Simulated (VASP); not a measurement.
Here is a VASP 6.6.1 calculation.

File INCAR:

```
PREC     = Accurate       # precision mode
ENCUT    = 520            # plane-wave cutoff, eV
EDIFF    = 1E-7           # SCF threshold, eV
ISMEAR   = 0              # smearing method
SIGMA    = 0.05           # smearing width, eV
LREAL    = F              # projectors in reciprocal space
LASPH    = T              # aspherical terms in the spheres
NELM     = 60             # most SCF steps
ALGO     = Normal         # electronic algorithm
ISIF     = 2              # what is computed and relaxed
LWAVE    = F              # write WAVECAR
LCHARG   = T              # write CHGCAR
LELF     = T              # ELF
LVHAR    = T            
NBANDS   = 11             # bands
```

File KPOINTS:

```
regular mesh
0
Gamma
  12 12 12
```

The input POSCAR:

```
C
1.0
    0.0000000000      1.7514817382      1.7514817382
    1.7514817382      0.0000000000      1.7514817382
    1.7514817382      1.7514817382      0.0000000000
C
2
Direct
    0.5000000000      0.5000000000      0.5000000000
    0.7500000000      0.7500000000      0.7500000000
```

Potentials or basis: VASP PAW LDA potentials, release 64 (C).

The run is started by

```console
$ cat potpaw_LDA.64/C/POTCAR > POTCAR
$ mpirun -np 1 vasp_std > vasp.out
```

Task: Estimate the pressure.

Result: 13.7 GPa.

Task: Estimate the band gap on the k mesh.

Result: 4.26 eV, indirect (least direct gap 5.70 eV).

 A k mesh can miss the band edges.
